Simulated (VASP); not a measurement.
# Fe (Fmmm) in VASP: relaxation of cell and atoms with PBEsol

Aim: the relaxation of cell and atoms of Fe with PBEsol.

Program: VASP 6.6.1. These are calculated values, not measurements. Logs are shortened: lines on timing, memory, paths and dates and some standing lists are left out, and cuts for length are marked.

## Step 1: The cell of the first run

Symmetry: Fmmm, No. 69, orthorhombic system. Conventional cell: a = 3.400 Å, b = 3.452 Å, c = 3.710 Å, α = 90.00°, β = 90.00°, γ = 90.00°. Within 3.2 Å of Fe (site symmetry mmm) lie 12 Fe at 2.42 to 2.53 Å.

## Step 2: Relaxation of cell and atoms, PBEsol, collinear spin, antiferromagnetic start

Contents of INCAR:

```
SYSTEM = Fe
ALGO = Normal ; EDIFF = 1E-6
EDIFFG = -0.002 ; ENCUT = 600
GGA = PS ; IBRION = 2
ISIF = 3 ; ISMEAR = -1
ISPIN = 2 ; LASPH = .TRUE.
LCHARG = .FALSE. ; LMAXMIX = 4
LORBIT = 11 ; LREAL = .FALSE.
LWAVE = .FALSE. ; MAGMOM = -3 3
NELM = 150 ; NSW = 100
PREC = Accurate ; SIGMA = 0.05
```

Contents of KPOINTS:

```
k-points
0
G
  14 14 10
  0 0 0
```

Contents of POSCAR:

```
Fe
1.0
    1.7000753688     -1.7262356591      0.0000000000
    1.7000753688      1.7262356591      0.0000000000
    0.0000000000      0.0000000000      3.7097032485
Fe
2
Direct
    0.5000000000      0.5000000000      0.5000000000
    0.0000000000      0.0000000000      0.0000000000
```

Potentials or basis: VASP PAW PBE potentials, release 64 (Fe).

Started as:

```
$ cat potpaw_PBE.64/Fe/POTCAR > POTCAR
$ mpirun -np 1 vasp_std > vasp.out
```

OUTCAR:

```text
SYSTEM = Fe
   EDIFF = 1E-6
   EDIFFG = -0.002
   ENCUT = 600
   GGA = PS
   IBRION = 2
   ISIF = 3
   ISMEAR = -1
   ISPIN = 2
   LASPH = .TRUE.
   LORBIT = 11
   LREAL = .FALSE.
   NELM = 150
   NSW = 100
   PREC = Accurate

 ion  position               nearest neighbor table
   1  0.500  0.500  0.500-   2 2.52   2 2.52   2 2.52   2 2.52   2 2.53   2 2.53   2 2.53   2 2.53

   2  0.000  0.000  0.000-   1 2.52   1 2.52   1 2.52   1 2.52   1 2.53   1 2.53   1 2.53   1 2.53

  LATTYP: Found a base centered orthorhombic cell.
 ALAT       =     3.4001507376
 B/A-ratio  =     1.0153877239
 C/A-ratio  =     1.0910408199

  Lattice vectors:

 A1 = (   1.7000753688,  -1.7262356591,   0.0000000000)
 A2 = (   1.7000753688,   1.7262356591,   0.0000000000)
 A3 = (   0.0000000000,   0.0000000000,   3.7097032485)

Analysis of symmetry for initial positions (statically):
=====================================================================
 Subroutine PRICEL returns following result:

  LATTYP: Found a face centered orthorhombic cell.
 ALAT       =     3.4001507376
 B/A-ratio  =     1.0153877239
 C/A-ratio  =     1.0910408199

  Lattice vectors:

 A1 = (   0.0000000000,  -1.7262356591,  -1.8548516242)
 A2 = (   1.7000753688,   0.0000000000,  -1.8548516242)
 A3 = (   1.7000753688,  -1.7262356591,   0.0000000000)

   2 primitive cells build up your supercell.

 Routine SETGRP: Setting up the symmetry group for a
 base centered orthorhombic supercell.

 Subroutine GETGRP returns: Found  8 space group operations
 (whereof  8 operations were pure point group operations)
 out of a pool of  8 trial point group operations.

The static configuration has the point symmetry D_2h.

Analysis of symmetry for dynamics (positions and initial velocities):
=====================================================================
 Subroutine PRICEL returns following result:

  LATTYP: Found a face centered orthorhombic cell.
 ALAT       =     3.4001507376
 B/A-ratio  =     1.0153877239
 C/A-ratio  =     1.0910408199

  Lattice vectors:

 A1 = (   0.0000000000,  -1.7262356591,  -1.8548516242)
 A2 = (   1.7000753688,   0.0000000000,  -1.8548516242)
 A3 = (   1.7000753688,  -1.7262356591,   0.0000000000)

   2 primitive cells build up your supercell.

 Routine SETGRP: Setting up the symmetry group for a
 base centered orthorhombic supercell.

 Subroutine GETGRP returns: Found  8 space group operations
 (whereof  8 operations were pure point group operations)
 out of a pool of  8 trial point group operations.

The dynamic configuration has the point symmetry D_2h.

Analysis of structural, dynamic, and magnetic symmetry:
=====================================================================
 Subroutine PRICEL returns following result:

  LATTYP: Found a face centered orthorhombic cell.
 ALAT       =     3.4001507376
 B/A-ratio  =     1.0153877239
 C/A-ratio  =     1.0910408199

  Lattice vectors:

 A1 = (   0.0000000000,  -1.7262356591,  -1.8548516242)
 A2 = (   1.7000753688,   0.0000000000,  -1.8548516242)
 A3 = (   1.7000753688,  -1.7262356591,   0.0000000000)

   2 primitive cells build up your supercell.

 Routine SETGRP: Setting up the symmetry group for a
 base centered orthorhombic supercell.

 Subroutine GETGRP returns: Found  8 space group operations
 (whereof  8 operations were pure point group operations)
 out of a pool of  8 trial point group operations.

The overall configuration has the point symmetry D_2h.

 Subroutine INISYM returns: Found  8 space group operations
 (whereof  8 operations are pure point group operations),
 and found     2 'primitive' translations

----------------------------------------------------------------------------------------

                                     Primitive cell

  volume of cell :      10.8870

  direct lattice vectors                    reciprocal lattice vectors
     0.000000000 -1.726235659 -1.854851624    -0.294104608 -0.289647591 -0.269563341
     1.700075369  0.000000000 -1.854851624     0.294104608  0.289647591 -0.269563341
     1.700075369 -1.726235659  0.000000000     0.294104608 -0.289647591  0.269563341

  length of vectors
     2.533843740  2.516094356  2.422838379     0.493008765  0.493008765  0.493008765

  position of ions in fractional coordinates (direct lattice)
     0.000000000  0.000000000  0.000000000

  ion indices of the primitive-cell ions
   primitive index   ion index
                 1           1

----------------------------------------------------------------------------------------

 KPOINTS: k-points

Automatic generation of k-mesh.
 Grid dimensions read from file:
 generate k-points for:   14   14   10

 Generating k-lattice:

  Cartesian coordinates                     Fractional coordinates (reciprocal lattice)
     0.021007472 -0.020689114  0.000000000     0.071428571  0.000000000  0.000000000
     0.021007472  0.020689114  0.000000000     0.000000000  0.071428571  0.000000000
     0.000000000  0.000000000  0.026956334     0.000000000  0.000000000  0.100000000

  Length of vectors
     0.029484798  0.029484798  0.026956334

  Shift w.r.t. Gamma in fractional coordinates (k-lattice)
     0.000000000  0.000000000  0.000000000

 Subroutine IBZKPT returns following result:
 ===========================================

 Found    342 irreducible k-points:

 Following reciprocal coordinates:
            Coordinates               Weight
  0.000000  0.000000  0.000000      1.000000
  0.071429 -0.000000  0.000000      4.000000
  0.142857 -0.000000  0.000000      4.000000
  0.214286 -0.000000  0.000000      4.000000
  0.285714  0.000000  0.000000      4.000000
  0.357143  0.000000  0.000000      4.000000
[... 16 lines left out ...]
  0.214286  0.142857  0.000000      4.000000
  0.285714  0.142857  0.000000      4.000000
 [... further k-points ...]
   k-points           NKPTS =    342   k-points in BZ     NKDIM =    342   number of bands    NBANDS=     12
   number of dos      NEDOS =    301   number of ions     NIONS =      2
   total plane-waves  NPLWV =  12000
   dimension x,y,z NGX =    20 NGY =   20 NGZ =   30
   dimension x,y,z NGXF=    40 NGYF=   40 NGZF=   60
   ions per type =               2
   NGX,Y,Z   is equivalent  to a cutoff of  13.72, 13.72, 13.44 a.u.
   NGXF,Y,Z  is equivalent  to a cutoff of  27.45, 27.45, 26.89 a.u.
 SYSTEM =  Fe
   PREC   = accura    normal or accurate (medium, high low for compatibility)
   ISTART =      0    job   : 0-new  1-cont  2-samecut
   ICHARG =      2    charge: 1-file 2-atom 10-const
   ISPIN  =      2    spin polarized calculation?
   LNONCOLLINEAR =      F non collinear calculations
   LSORBIT =      F    spin-orbit coupling
   LASPH  =      T    aspherical Exc in radial PAW
   ENCUT  =  600.0 eV  44.10 Ry    6.64 a.u.   4.84  4.84  7.41*2*pi/ulx,y,z
   NELM   =    150;   NELMIN=  2; NELMDL= -5     # of ELM steps
   EDIFF  = 0.1E-05   stopping-criterion for ELM
   LREAL  =      F    real-space projection
   EDIFFG = -.2E-02   stopping-criterion for IOM
   NSW    =    100    number of steps for IOM
   IBRION =      2    ionic relax: 0-MD 1-quasi-New 2-CG
   NFREE  =      1    steps in history (QN), initial steepest desc. (CG)
   ISIF   =      3    stress and relaxation
   ISYM   =      2    0-nonsym 1-usesym 2-fastsym
   POTIM  = 0.5000    time-step for ionic-motion
   TEBEG  =    0.0;   TEEND  =   0.0 temperature during run
   PSTRESS=    0.0 pullay stress
   NELECT =      16.0000    total number of electrons
   NUPDOWN=      -1.0000    fix difference up-down
   EMIN   =  10.00;   EMAX   =-10.00  energy-range for DOS
   EFERMI =   0.00;   METHOD = LEGACY
   ISMEAR =    -1;   SIGMA  =   0.05  broadening in eV -4-tet -1-fermi 0-gaus
   EFERMI_NEDOS =   21; number of points for ismear=-14 and -15
   IALGO  =     38    algorithm
   IMIX   =      4    mixing-type and parameters
     AMIX     =   0.40;   BMIX     =  1.00
     AMIX_MAG =   1.60;   BMIX_MAG =  1.00
  volume/ion in A,a.u.               =      10.89        73.47
  Fermi-wavevector in a.u.,A,eV,Ry     =   1.477301  2.791694 29.693606  2.182418
  Thomas-Fermi vector in A             =   2.591722
   LORBIT       =     11    0 simple, 1 ext, 2 COOP (PROOUT), +10 PAW based schemes
   GGA     = PS    functional components
   LHFCALC =     F    Hartree Fock is set to
   AEXX    =    0.0000 exact exchange contribution
   IVDW    =     0    specifies the selected vdW correction
   LEPSILON=     F    determine dielectric tensor
   LRPA    =     F    only Hartree local field effects (RPA)
 conjugate gradient relaxation of ions
 spin polarized calculation
  energy-cutoff  :      600.00
  volume of cell :       21.77
 maximum number of plane-waves:       742
   NGX =  9   NGY =  9   NGZ = 15

--------------------------------------- Ionic step        1  -------------------------------------------

 number of electron      15.9999997 magnetization      -0.0000000

 number of electron      15.9999997 magnetization       0.0000000

 Free energy of the ion-electron system (eV)
  ---------------------------------------------------
  ext. energy  EPLUGINS =         0.00000000
  ---------------------------------------------------
  free energy    TOTEN  =       -17.70202338 eV

  energy without entropy =      -17.68021659  energy(sigma->0) =      -17.69111998

------------------------ aborting loop because EDIFF is reached ----------------------------------------

  FORCE on cell =-STRESS in cart. coord.  units (eV):
  Direction    XX          YY          ZZ          XY          YZ          ZX
  --------------------------------------------------------------------------------------
  -------------------------------------------------------------------------------------
  Total       -1.5492141     -1.7072780     -1.8910967      0.0000000      0.0000000      0.0000000
  in kB     -113.9946861   -125.6253849   -139.1511818      0.0000000      0.0000000      0.0000000
  external PRESSURE =    -126.2570843 kB  Pullay stress =       0.0000000 kB
[... 93 lines left out ...]
  FREE ENERGIE OF THE ION-ELECTRON SYSTEM (eV)
  ---------------------------------------------------
  free  energy   TOTEN  =       -17.7596528234 eV

  energy  without entropy=      -17.7395643380  energy(sigma->0) =      -17.74960858

[... ionic steps 4 to 27 ...]

--------------------------------------- Ionic step       28  -------------------------------------------

 number of electron      15.9999996 magnetization       0.0000000

------------------------ aborting loop because EDIFF is reached ----------------------------------------

  FORCE on cell =-STRESS in cart. coord.  units (eV):
  Direction    XX          YY          ZZ          XY          YZ          ZX
  --------------------------------------------------------------------------------------
  -------------------------------------------------------------------------------------
  Total        0.0132771      0.0092937      0.0119813      0.0000000      0.0000000      0.0000000
  in kB        1.0469385      0.7328340      0.9447580      0.0000000      0.0000000      0.0000000
  external PRESSURE =       0.9081768 kB  Pullay stress =       0.0000000 kB
[... 57 lines left out ...]
  energy  without entropy=      -17.7453871515  energy(sigma->0) =      -17.75641087

--------------------------------------- Ionic step       30  -------------------------------------------

 number of electron      15.9999996 magnetization       0.0000000

 Free energy of the ion-electron system (eV)
  ---------------------------------------------------
  ext. energy  EPLUGINS =         0.00000000
  ---------------------------------------------------
  free energy    TOTEN  =       -17.76743459 eV

  energy without entropy =      -17.74538701  energy(sigma->0) =      -17.75641080

 E-fermi :   6.9314     XC(G=0): -13.9564

 val. band max:        6.9294431325   @ k =   0.2857   0.2143   0.5000
 cond. band min:       6.9349695132   @ k =  -0.2857   0.1429   0.3000
 fundamental gap:      0.0055263806
 Fermi energy:         6.9313732759

 spin component 1

 k-point     1 :       0.0000    0.0000    0.0000
  band No.  band energies     occupation
      1      -2.1900      1.00000
      2       1.7040      1.00000
      3       2.4978      1.00000
      4       4.8983      1.00000
      5       5.1454      1.00000
      6       5.1475      1.00000
      7       6.4070      0.99997
      8       6.5113      0.99978
      9       8.2033      0.00000
     10       8.2046      0.00000
     11       8.3311      0.00000
     12       9.1560      0.00000
[... 331 lines left out ...]
 k-point    24 :       0.2857    0.1429    0.0000
  band No.  band energies     occupation
      1       0.4625      1.00000
      2       3.0082      1.00000
      3       3.6799      1.00000
      4       3.9038      1.00000
      5       4.4102      1.00000
      6       5.2964      1.00000
      7       5.9658      1.00000
      8       6.1650      1.00000
      9       7.1599      0.01025
     10       7.2622      0.00134
     11       7.9597      0.00000
     12      15.1352      0.00000

 [... further k-points ...]

 spin component 2

 k-point     1 :       0.0000    0.0000    0.0000
  band No.  band energies     occupation
      1      -2.1900      1.00000
      2       1.7040      1.00000
      3       2.4978      1.00000
      4       4.8983      1.00000
      5       5.1454      1.00000
      6       5.1475      1.00000
      7       6.4070      0.99997
      8       6.5113      0.99978
      9       8.2033      0.00000
     10       8.2046      0.00000
     11       8.3311      0.00000
     12       9.1560      0.00000
[... 374 lines left out ...]
  FREE ENERGIE OF THE ION-ELECTRON SYSTEM (eV)
  ---------------------------------------------------
  free  energy   TOTEN  =       -17.7674345870 eV

  energy  without entropy=      -17.7453870129  energy(sigma->0) =      -17.75641080

 reached required accuracy - stopping structural energy minimisation

 total charge

# of ion       s       p       d       tot
------------------------------------------
    1        0.545   0.655   6.325   7.525
    2        0.545   0.655   6.325   7.525
--------------------------------------------------
tot          1.091   1.310  12.650  15.050

 magnetization (x)

# of ion       s       p       d       tot
------------------------------------------
    1       -0.014  -0.030  -1.198  -1.242
    2        0.014   0.030   1.198   1.242
--------------------------------------------------
tot          0.000   0.000   0.000   0.000
```

Wall time 11 min (1 thread of Intel Xeon 6975P-C (Granite Rapids), shared host); peak memory 0.32 GiB.

Results:

```
Free energy                                           : -17.7674 eV
Relaxed volume                                        : 10.16 Å³/atom
Relaxed cell                                          : a = 2.391 Å, b = 2.391 Å, c = 3.553 Å, α = 90.00°, β = 90.00°, γ = 90.02°
Space group after relaxing (to 0.1 Å)                 : I4/mmm (No. 139)
Energy gained by relaxing                             : 32.7 meV/atom
Ionic steps                                           : 30
Pressure after relaxing                               : 0.0 GPa
Band gap on the k mesh                                : zero (filled and empty bands overlap)
Net moment                                            : 0.00 μB per cell
Site moments                                          : Fe -1.24, +1.24 μB
Valence electrons inside the program's atomic spheres : Fe 7.53
```

Step by step:
| step | energy change (eV) | largest force (eV/Å) | pressure (GPa) | volume (Å³) |
| --- | --- | --- | --- | --- |
| 1 | 0.0000 | 0.0000 | -12.63 | 21.77 |
| 2 | 0.0053 | 0.0000 | 17.73 | 19.18 |
| 3 | -0.0576 | 0.0000 | 0.05 | 20.44 |
| 4 | -0.0576 | 0.0000 | 0.33 | 20.41 |
| 5 | -0.0644 | 0.0000 | 0.33 | 20.33 |
| 6 | -0.0651 | 0.0000 | 0.38 | 20.29 |
| 7 | -0.0651 | 0.0000 | 0.34 | 20.28 |
| 8 | -0.0651 | 0.0000 | 0.41 | 20.28 |
| 9 | -0.0651 | 0.0000 | 0.39 | 20.28 |
| 10 | -0.0653 | 0.0000 | -0.42 | 20.35 |
| 11 | -0.0653 | 0.0000 | -0.25 | 20.34 |
| 12 | -0.0654 | 0.0000 | -0.05 | 20.32 |
| 13 | -0.0654 | 0.0000 | 0.03 | 20.32 |
| 14 | -0.0654 | 0.0000 | 0.20 | 20.31 |
| 15 | -0.0654 | 0.0000 | 0.09 | 20.31 |
| 16 | -0.0654 | 0.0000 | 0.09 | 20.31 |
| 17 | -0.0654 | 0.0000 | 0.07 | 20.32 |
| 18 | -0.0654 | 0.0000 | 0.01 | 20.32 |
| 19 | -0.0654 | 0.0000 | 0.02 | 20.32 |
| 20 | -0.0654 | 0.0000 | -0.03 | 20.32 |
| 21 | -0.0654 | 0.0000 | 0.00 | 20.32 |
| 22 | -0.0654 | 0.0000 | 0.02 | 20.32 |
| 23 | -0.0654 | 0.0000 | 0.03 | 20.32 |
| 24 | -0.0654 | 0.0000 | 0.03 | 20.32 |
| 25 | -0.0654 | 0.0000 | -0.11 | 20.32 |
| 26 | -0.0654 | 0.0000 | 0.05 | 20.32 |
| 27 | -0.0654 | 0.0000 | -0.14 | 20.32 |
| 28 | -0.0654 | 0.0000 | 0.09 | 20.32 |
| 29 | -0.0654 | 0.0000 | -0.05 | 20.32 |
| 30 | -0.0654 | 0.0000 | 0.01 | 20.32 |

Final structure:
```yaml
crystal:
  lattice:
    - [1.69073, -1.69124, 0.00000]
    - [1.69073, 1.69124, 0.00000]
    - [0.00000, 0.00000, 3.55299]
  atoms:
    - { symbol: Fe, position: [0.50000, 0.50000, 0.50000] }
    - { symbol: Fe, position: [0.00000, 0.00000, 0.00000] }
```

Levels at points of the mesh, in eV from the Fermi level:
Spin up:
```
           k point  band 5  band 6  band 7  band 8  band 9  band 10  band 11  band 12
(0.00, 0.00, 0.00)   -1.79   -1.78   -0.52   -0.42    1.27     1.27     1.40     2.22
(0.50, 0.00, 0.00)   -2.49   -2.09   -1.65   -0.80   -0.06     0.49     2.51     3.26
(0.50, 0.50, 0.00)    0.60    0.85    1.06    1.06    1.11     1.77     3.47     3.48
(0.00, 0.00, 0.50)   -1.92   -1.08   -1.08   -0.98   -0.43     0.17     0.17     1.29
(0.50, 0.00, 0.50)   -1.77   -1.63   -0.08    0.02    0.71     0.90     1.05     1.25
(0.50, 0.50, 0.50)   -2.28   -2.28   -0.95    0.15    0.85     1.77     9.38     9.45
```
Spin down:
| k point | band 6 | band 7 | band 8 | band 9 | band 10 | band 11 |
| --- | --- | --- | --- | --- | --- | --- |
| (0.00, 0.00, 0.00) | -1.78 | -0.52 | -0.42 | 1.27 | 1.27 | 1.40 |
| (0.50, 0.00, 0.00) | -2.09 | -1.65 | -0.80 | -0.06 | 0.49 | 2.51 |
| (0.50, 0.50, 0.00) | 0.85 | 1.06 | 1.06 | 1.11 | 1.77 | 3.47 |
| (0.00, 0.00, 0.50) | -1.08 | -1.08 | -0.98 | -0.43 | 0.17 | 0.17 |
| (0.50, 0.00, 0.50) | -1.63 | -0.08 | 0.02 | 0.71 | 0.90 | 1.05 |
| (0.50, 0.50, 0.50) | -2.28 | -0.95 | 0.15 | 0.85 | 1.77 | 9.38 |

Caveat: the antiferromagnetic order is the one typed at the start, and another may lie lower; the PAW data sets were made with another functional, which shifts forces and pressure a little.
